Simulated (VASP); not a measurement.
# Ta4C3 (R3m) in VASP: a series of runs

The runs below take Ta4C3 through single point, with PBEsol.

All numbers are computed with VASP 6.6.1; they aren't measurements. Logs are shortened: lines on timing, memory, paths and dates and some standing lists are left out, and cuts for length are marked.

**1. The cell of the first run**

Symmetry: R3m, No. 160, trigonal system. Conventional cell: a = 3.103 Å, b = 3.103 Å, c = 32.744 Å, α = 90.00°, β = 90.00°, γ = 120.00°. Ta (site symmetry 3m) has 6 C at 2.24 to 2.25 Å and 12 Ta at 3.08 to 3.22 Å within 3.3 Å. Within 2.8 Å of Ta (site symmetry 3m) lie 3 C at 2.14 Å. Ta (site symmetry 3m) has 3 C at 2.17 Å within 2.9 Å. Ta (site symmetry 3m) has 6 C at 2.19 to 2.22 Å within 2.9 Å. C (site symmetry 3m) has 6 Ta at 2.17 to 2.19 Å within 2.9 Å. Within 2.8 Å of C (site symmetry 3m) lie 6 Ta at 2.14 to 2.24 Å and 1 C at 2.70 Å. C (site symmetry 3m) has 6 Ta at 2.22 to 2.25 Å and 1 C at 2.70 Å within 2.9 Å.

**2. Single point, PBEsol (the distance across one plane changed)**

Contents of INCAR:

```
SYSTEM = Ta4C3
ALGO = Fast
EDIFF = 1E-6
ENCUT = 520
GGA = PS
ISIF = 2
ISMEAR = 0
ISYM = 0
LASPH = .True.
LCHARG = .True.
LELF = .True.
LREAL = .False.
LVHAR = .True.
LWAVE = .False.
NBANDS = 37
NELM = 80
PREC = Accurate
SIGMA = 0.15
```

Contents of KPOINTS:

```
k-points
0
Gamma
  14 14 4
  0 0 0
```

Contents of POSCAR:

```
Ta4C3
1.0
   -3.1032734570      0.0000000000      0.0000000000
   -1.5516367285     -2.6875136487      0.0000000000
    1.5516367285      0.8958378829     10.9145109918
Ta C
4 3
Direct
    0.3649209201      0.3649209201      0.3436127604
    0.6216617773      0.6216617773      0.1138353319
    0.1895140281      0.1895140281      0.8173920844
    0.7799203276      0.7799203276      0.5886109827
    0.4852626666      0.4852626666      0.7046379999
    0.9905907848      0.9905907848      0.2206223545
    0.0730308634      0.0730308634      0.4679425903
```

Potentials or basis: VASP PAW PBE potentials, release 64 (Ta_pv, C).

Launch:

```console
> cat potpaw_PBE.64/Ta_pv/POTCAR potpaw_PBE.64/C/POTCAR > POTCAR
> mpirun -np 1 vasp_std > vasp.out
```

OUTCAR:

```text
SYSTEM = Ta4C3
   EDIFF = 1E-6
   ENCUT = 520
   GGA = PS
   ISIF = 2
   ISMEAR = 0
   ISYM = 0
   LASPH = .True.
   LREAL = .False.
   NELM = 80
   PREC = Accurate

 ion  position               nearest neighbor table
   1  0.365  0.365  0.344-   6 2.24   6 2.24   6 2.24   7 2.25   7 2.25   7 2.25   2 3.08   2 3.08
                             2 3.08   4 3.22   4 3.22   4 3.22
   2  0.622  0.622  0.114-   6 2.14   6 2.14   6 2.14   1 3.08   1 3.08   1 3.08
   3  0.190  0.190  0.817-   5 2.17   5 2.17   5 2.17   4 3.07   4 3.07   4 3.07
   4  0.780  0.780  0.589-   5 2.19   5 2.19   5 2.19   7 2.22   7 2.22   7 2.22   3 3.07   3 3.07
                             3 3.07   1 3.22   1 3.22   1 3.22
   5  0.485  0.485  0.705-   3 2.17   3 2.17   3 2.17   4 2.19   4 2.19   4 2.19
   6  0.991  0.991  0.221-   2 2.14   2 2.14   2 2.14   1 2.24   1 2.24   1 2.24
   7  0.073  0.073  0.468-   4 2.22   4 2.22   4 2.22   1 2.25   1 2.25   1 2.25

IMPORTANT INFORMATION: All symmetrisations will be switched off!
NOSYMM: (Re-)initialisation of all symmetry stuff for point group C_1.

----------------------------------------------------------------------------------------

                                     Primitive cell

  volume of cell :      91.0280

  direct lattice vectors                    reciprocal lattice vectors
    -3.103273457  0.000000000  0.000000000    -0.322240374  0.186045567  0.030540382
    -1.551636728 -2.687513649  0.000000000     0.000000000 -0.372091134  0.030540382
     1.551636728  0.895837883 10.914510992     0.000000000  0.000000000  0.091621146

  length of vectors
     3.103273457  3.103273457 11.060590049     0.373342372  0.373342372  0.091621146

  position of ions in fractional coordinates (direct lattice)
     0.364920920  0.364920920  0.343612760
     0.621661777  0.621661777  0.113835332
     0.189514028  0.189514028  0.817392084
     0.779920328  0.779920328  0.588610983
     0.485262667  0.485262667  0.704638000
     0.990590785  0.990590785  0.220622355
     0.073030863  0.073030863  0.467942590

  ion indices of the primitive-cell ions
   primitive index   ion index
                 1           1
                 2           2
                 3           3
                 4           4
                 5           5
                 6           6
                 7           7

----------------------------------------------------------------------------------------

 KPOINTS: k-points

Automatic generation of k-mesh.
 Grid dimensions read from file:
 generate k-points for:   14   14    4

 Generating k-lattice:

  Cartesian coordinates                     Fractional coordinates (reciprocal lattice)
    -0.023017170  0.013288969  0.002181456     0.071428571  0.000000000  0.000000000
     0.000000000 -0.026577938  0.002181456     0.000000000  0.071428571  0.000000000
     0.000000000  0.000000000  0.022905286     0.000000000  0.000000000  0.250000000

  Length of vectors
     0.026667312  0.026667312  0.022905286

  Shift w.r.t. Gamma in fractional coordinates (k-lattice)
     0.000000000  0.000000000  0.000000000

 -----------------------------------------------------------------------------
|                                                                             |
|           W    W    AA    RRRRR   N    N  II  N    N   GGGG   !!!           |
|           W    W   A  A   R    R  NN   N  II  NN   N  G    G  !!!           |
|           W    W  A    A  R    R  N N  N  II  N N  N  G       !!!           |
|           W WW W  AAAAAA  RRRRR   N  N N  II  N  N N  G  GGG   !            |
|           WW  WW  A    A  R   R   N   NN  II  N   NN  G    G                |
|           W    W  A    A  R    R  N    N  II  N    N   GGGG   !!!           |
|                                                                             |
|     Your reciprocal lattice and k-lattice belong to different lattice       |
|     classes:                                                                |
|                                                                             |
|        The reciprocal lattice is rhombohedral (trigonal),                   |
|        whereas your k-lattice is base-centered monoclinic.                  |
|                                                                             |
|     Results are often still useful ...                                      |
|                                                                             |
 -----------------------------------------------------------------------------

 WARNING: IBZKPT: internal override: KBLOWUP is changed to .FALSE.
      ... skipping the blow-up phase ...

 Subroutine IBZKPT returns following result:
 ===========================================

 Found    396 irreducible k-points:

 Following reciprocal coordinates:
            Coordinates               Weight
  0.000000  0.000000  0.000000      1.000000
  0.071429 -0.000000  0.000000      2.000000
  0.142857 -0.000000 -0.000000      2.000000
  0.214286 -0.000000  0.000000      2.000000
  0.285714 -0.000000  0.000000      2.000000
  0.357143  0.000000 -0.000000      2.000000
[... 16 lines left out ...]
  0.000000  0.142857  0.000000      2.000000
  0.071429  0.142857  0.000000      2.000000
 [... further k-points ...]
   k-points           NKPTS =    396   k-points in BZ     NKDIM =    396   number of bands    NBANDS=     37
   number of dos      NEDOS =    301   number of ions     NIONS =      7
   total plane-waves  NPLWV =  48384
   dimension x,y,z NGX =    24 NGY =   24 NGZ =   84
   dimension x,y,z NGXF=    48 NGYF=   48 NGZF=  168
   ions per type =               4   3
   NGX,Y,Z   is equivalent  to a cutoff of  12.86, 12.86, 12.63 a.u.
   NGXF,Y,Z  is equivalent  to a cutoff of  25.71, 25.71, 25.25 a.u.
 SYSTEM =  Ta4C3
   PREC   = accura    normal or accurate (medium, high low for compatibility)
   ISTART =      0    job   : 0-new  1-cont  2-samecut
   ICHARG =      2    charge: 1-file 2-atom 10-const
   ISPIN  =      1    spin polarized calculation?
   LNONCOLLINEAR =      F non collinear calculations
   LSORBIT =      F    spin-orbit coupling
   LASPH  =      T    aspherical Exc in radial PAW
   ENCUT  =  520.0 eV  38.22 Ry    6.18 a.u.   5.77  5.77 20.57*2*pi/ulx,y,z
   NELM   =     80;   NELMIN=  2; NELMDL= -5     # of ELM steps
   EDIFF  = 0.1E-05   stopping-criterion for ELM
   LREAL  =      F    real-space projection
   EDIFFG = 0.1E-04   stopping-criterion for IOM
   NSW    =      0    number of steps for IOM
   IBRION =     -1    ionic relax: 0-MD 1-quasi-New 2-CG
   NFREE  =      0    steps in history (QN), initial steepest desc. (CG)
   ISIF   =      2    stress and relaxation
   ISYM   =      0    0-nonsym 1-usesym 2-fastsym
   POTIM  = 0.5000    time-step for ionic-motion
   TEBEG  =    0.0;   TEEND  =   0.0 temperature during run
   PSTRESS=    0.0 pullay stress
   NELECT =      56.0000    total number of electrons
   NUPDOWN=      -1.0000    fix difference up-down
   EMIN   =  10.00;   EMAX   =-10.00  energy-range for DOS
   EFERMI =   0.00;   METHOD = LEGACY
   ISMEAR =     0;   SIGMA  =   0.15  broadening in eV -4-tet -1-fermi 0-gaus
   EFERMI_NEDOS =   21; number of points for ismear=-14 and -15
   IALGO  =     68    algorithm
   IMIX   =      4    mixing-type and parameters
     AMIX     =   0.40;   BMIX     =  1.00
     AMIX_MAG =   1.60;   BMIX_MAG =  1.00
  volume/ion in A,a.u.               =      13.00        87.76
  Fermi-wavevector in a.u.,A,eV,Ry     =   1.392342  2.631144 26.376465  1.938615
  Thomas-Fermi vector in A             =   2.516094
   LORBIT       =      0    0 simple, 1 ext, 2 COOP (PROOUT), +10 PAW based schemes
   GGA     = PS    functional components
   LHFCALC =     F    Hartree Fock is set to
   AEXX    =    0.0000 exact exchange contribution
   IVDW    =     0    specifies the selected vdW correction
   LEPSILON=     F    determine dielectric tensor
   LRPA    =     F    only Hartree local field effects (RPA)
 non-spin polarized calculation
 RMM-DIIS sequential band-by-band and
 Gauss-broadening in eV      SIGMA  =   0.15
  energy-cutoff  :      520.00
  volume of cell :       91.03
 maximum number of plane-waves:      2471
   NGX = 11   NGY = 11   NGZ = 41

 number of electron      56.0000003 magnetization

 Free energy of the ion-electron system (eV)
  ---------------------------------------------------
  ext. energy  EPLUGINS =         0.00000000
  ---------------------------------------------------
  free energy    TOTEN  =       -82.44493770 eV

  energy without entropy =      -82.41274773  energy(sigma->0) =      -82.42884271

 E-fermi :   6.6351     XC(G=0): -12.6875

 val. band max:        6.6247742512   @ k =   0.5000   0.5000   0.0000
 cond. band min:       6.6494528910   @ k =  -0.1429   0.1429   0.5000
 fundamental gap:      0.0246786397
 Fermi energy:         6.6351283292

 k-point     1 :       0.0000    0.0000    0.0000
  band No.  band energies     occupation
      1     -28.7314      2.00000
      2     -28.4937      2.00000
      3     -28.1489      2.00000
      4     -28.1207      2.00000
      5     -28.1206      2.00000
      6     -28.0886      2.00000
[... 29 lines left out ...]
     36       9.7017      0.00000
     37       9.7521      0.00000

 k-point     2 :       0.0714   -0.0000    0.0000
  band No.  band energies     occupation
      1     -28.7205      2.00000
      2     -28.4907      2.00000
      3     -28.1697      2.00000
      4     -28.1491      2.00000
      5     -28.1297      2.00000
      6     -28.1039      2.00000
[... 29 lines left out ...]
     36       9.4229      0.00000
     37       9.9245      0.00000
[... 838 lines left out ...]
     36       9.6943      0.00000
     37      10.1485      0.00000

 k-point    24 :       0.0714    0.1429    0.0000
  band No.  band energies     occupation
      1     -28.6994      2.00000
      2     -28.4871      2.00000
      3     -28.2258      2.00000
      4     -28.1982      2.00000
      5     -28.1474      2.00000
      6     -28.1167      2.00000
[... 29 lines left out ...]
     36       9.4406      0.00000
     37      10.1981      0.00000

 [... further k-points ...]

------------------------ aborting loop because EDIFF is reached ----------------------------------------

  FORCE on cell =-STRESS in cart. coord.  units (eV):
  Direction    XX          YY          ZZ          XY          YZ          ZX
  --------------------------------------------------------------------------------------
  -------------------------------------------------------------------------------------
  Total       -1.2105635     -1.2118453     -7.1452920      0.0011225     -0.0004336     -0.0007557
  in kB      -21.3070410    -21.3296026   -125.7637723      0.0197571     -0.0076325     -0.0133011
  external PRESSURE =     -56.1334720 kB  Pullay stress =       0.0000000 kB

 VOLUME and BASIS-vectors are now :
 -----------------------------------------------------------------------------
  energy-cutoff  :      520.00
  volume of cell :       91.03
      direct lattice vectors                 reciprocal lattice vectors
    -3.103273457  0.000000000  0.000000000    -0.322240374  0.186045567  0.030540382
    -1.551636728 -2.687513649  0.000000000     0.000000000 -0.372091134  0.030540382
     1.551636728  0.895837883 10.914510992     0.000000000  0.000000000  0.091621146

 POSITION                                       TOTAL-FORCE (eV/Angst)
 -----------------------------------------------------------------------------------
     -1.16551     -0.67291      3.75037         0.000485      0.000282     -0.056110
     -2.71715     -1.56875      1.24246         0.000036      0.000019     -1.388528
      0.38612      0.22293      8.92143        -0.000002      0.000004      1.291503
     -2.71715     -1.56875      6.42440         0.000051      0.000033      0.029587
     -1.16551     -0.67291      7.69078        -0.000136     -0.000083      0.671126
     -4.26879     -2.46458      2.40799        -0.000441     -0.000256     -0.458530
      0.38612      0.22293      5.10736         0.000007      0.000001     -0.089049
 -----------------------------------------------------------------------------------
    total drift:                                0.000008      0.000002      0.000289

  FREE ENERGIE OF THE ION-ELECTRON SYSTEM (eV)
  ---------------------------------------------------
  free  energy   TOTEN  =       -82.4449376983 eV

  energy  without entropy=      -82.4127477268  energy(sigma->0) =      -82.42884271
```

Run time: 45 min. Hardware: 1 thread of Oxide Virtual Turin-like, shared host; peak memory 0.95 GiB.

Results:

| Quantity | Value |
| --- | --- |
| Free energy | -82.4449 eV |
| Pressure | -5.6 GPa |
| Largest force | 1.389 eV/Å |
| Band gap on the k mesh | zero (bands 28 and 29 overlap by 0.06 eV) |

Forces in eV/Å, atoms in the order of the input:
```
Ta   0.000  0.000 -0.056
Ta   0.000  0.000 -1.389
Ta   0.000  0.000  1.292
Ta   0.000  0.000  0.030
C    0.000  0.000  0.671
C    0.000  0.000 -0.459
C    0.000  0.000 -0.089
```

Stress tensor (GPa, compression positive):
```
 -2.13   0.00   0.00
  0.00  -2.13   0.00
  0.00   0.00 -12.58
```

Caveat: the cell differs from its parent crystal (the distance across one plane changed); the stress differs along the axes, from -13 to -2 GPa; the PAW data sets were made with another functional, which shifts forces and pressure a little; spin-orbit coupling is left out, which moves the levels of the heavy elements.

**3. Single point, PBEsol (the distance across one plane changed)**

Contents of INCAR:

```
SYSTEM = Ta4C3
PREC     = Accurate       ! precision mode
ENCUT    = 520            ! plane-wave cutoff, eV
EDIFF    = 1E-6           ! SCF threshold, eV
ISMEAR   = 0              ! smearing method
SIGMA    = 0.15           ! smearing width, eV
LREAL    = .False.        ! projectors in reciprocal space
LASPH    = .True.         ! aspherical terms in the spheres
NELM     = 100            ! most SCF steps
ALGO     = Fast           ! electronic algorithm
ISIF     = 2              ! what is computed and relaxed
LWAVE    = .False.        ! write WAVECAR
LCHARG   = .False.        ! write CHGCAR
GGA      = PS             ! functional
NBANDS   = 37             ! bands
ISYM     = 0
```

Contents of KPOINTS:

```
Automatic mesh
0
Gamma
  14 14 4
  0 0 0
```

Contents of POSCAR:

```
Ta4C3
1.0
   -3.1032734570      0.0000000000      0.0000000000
   -1.5516367285     -2.6875136487      0.0000000000
    1.5516367285      0.8958378829     12.1645109918
Ta C
4 3
Direct
    0.3531512745      0.3531512745      0.3083038235
    0.6177626162      0.6177626162      0.1021378486
    0.1615161879      0.1615161879      0.7333985637
    0.7597588450      0.7597588450      0.5281265351
    0.4611269520      0.4611269520      0.6322308559
    0.9830338858      0.9830338858      0.1979516575
    0.0570025924      0.0570025924      0.4198577772
```

Potentials or basis: VASP PAW PBE potentials, release 64 (Ta_pv, C).

Launch:

```console
> cat potpaw_PBE.64/Ta_pv/POTCAR potpaw_PBE.64/C/POTCAR > POTCAR
> mpirun -np 1 vasp_std > vasp.out
```

OUTCAR:

```text
SYSTEM = Ta4C3
   PREC = Accurate
   ENCUT = 520
   EDIFF = 1E-6
   ISMEAR = 0
   LREAL = .False.
   LASPH = .True.
   NELM = 100
   ISIF = 2
   GGA = PS
   ISYM = 0

 ion  position               nearest neighbor table
   1  0.353  0.353  0.308-   6 2.24   6 2.24   6 2.24   7 2.25   7 2.25   7 2.25   2 3.08   2 3.08
                             2 3.08   4 3.22   4 3.22   4 3.22
   2  0.618  0.618  0.102-   6 2.14   6 2.14   6 2.14   1 3.08   1 3.08   1 3.08
   3  0.162  0.162  0.733-   5 2.17   5 2.17   5 2.17   4 3.07   4 3.07   4 3.07
[... 1158 lines left out ...]
  -------------------------------------------------------------------------------------
  Total       -2.5443634     -2.5439959     -3.9940339     -0.0003263     -0.0001560     -0.0002674
  in kB      -40.1813336    -40.1755293    -63.0749553     -0.0051524     -0.0024635     -0.0042234
  external PRESSURE =     -47.8106060 kB  Pullay stress =       0.0000000 kB

 VOLUME and BASIS-vectors are now :
 -----------------------------------------------------------------------------
  energy-cutoff  :      520.00
  volume of cell :      101.45
      direct lattice vectors                 reciprocal lattice vectors
    -3.103273457  0.000000000  0.000000000    -0.322240374  0.186045567  0.027402115
    -1.551636728 -2.687513649  0.000000000     0.000000000 -0.372091134  0.027402115
     1.551636728  0.895837883 12.164510992     0.000000000  0.000000000  0.082206346

 POSITION                                       TOTAL-FORCE (eV/Angst)
 -----------------------------------------------------------------------------------
     -1.16551     -0.67291      3.75037         0.000222      0.000123     -0.083108
     -2.71715     -1.56875      1.24246        -0.000394     -0.000225     -0.080284
      0.38612      0.22293      8.92143        -0.000375     -0.000218     -0.138610
     -2.71715     -1.56875      6.42440         0.000137      0.000082      0.027850
     -1.16551     -0.67291      7.69078         0.000235      0.000138      0.785137
     -4.26879     -2.46458      2.40799         0.000357      0.000205     -0.476739
      0.38612      0.22293      5.10736        -0.000184     -0.000106     -0.034246
 -----------------------------------------------------------------------------------
    total drift:                               -0.000079     -0.000045     -0.000184

  FREE ENERGIE OF THE ION-ELECTRON SYSTEM (eV)
  ---------------------------------------------------
  free  energy   TOTEN  =       -80.9365445824 eV

  energy  without entropy=      -80.9000207767  energy(sigma->0) =      -80.91828268
```

Run time: 37 min. Hardware: 1 thread of Oxide Virtual Turin-like, shared host; peak memory 1.1 GiB.

What came out:

| Item | Value |
| --- | --- |
| Free energy | -80.9365 eV |
| Pressure | -4.8 GPa |
| Largest force | 0.785 eV/Å |
| Band gap on the k mesh | zero (bands 28 and 29 overlap by 0.37 eV) |

Forces on the atoms (eV/Å):
```
Ta   0.000  0.000 -0.083
Ta   0.000  0.000 -0.080
Ta   0.000  0.000 -0.139
Ta   0.000  0.000  0.028
C    0.000  0.000  0.785
C    0.000  0.000 -0.477
C    0.000  0.000 -0.034
```

Stress tensor (GPa, compression positive):
```
-4.02  0.00  0.00
 0.00 -4.02  0.00
 0.00  0.00 -6.31
```

Levels at points of the mesh, in eV from the Fermi level:
```tsv
k point	band 26	band 27	band 28	band 29	band 30	band 31
(0.00, 0.00, 0.00)	-1.31	-0.51	-0.51	0.54	0.54	0.81
(0.50, 0.00, 0.00)	-0.81	-0.18	0.22	1.11	2.14	2.40
(0.00, 0.50, 0.00)	-0.81	-0.18	0.22	1.11	2.14	2.40
(0.50, 0.50, 0.00)	-0.82	-0.14	0.17	1.13	2.23	2.41
(0.00, 0.00, 0.50)	-1.54	-0.51	-0.51	0.54	0.54	0.80
(0.50, 0.00, 0.50)	-0.82	-0.14	0.17	1.13	2.23	2.41
(0.00, 0.50, 0.50)	-0.82	-0.14	0.17	1.13	2.23	2.41
(0.50, 0.50, 0.50)	-0.81	-0.18	0.22	1.11	2.14	2.40
```

Caveat: the cell differs from its parent crystal (the distance across one plane changed); the cell stands under tension; the PAW data sets were made with another functional, which shifts forces and pressure a little; spin-orbit coupling is left out, which moves the levels of the heavy elements.

The gap in the log of VASP goes by the Fermi energy; the results here count the filled bands.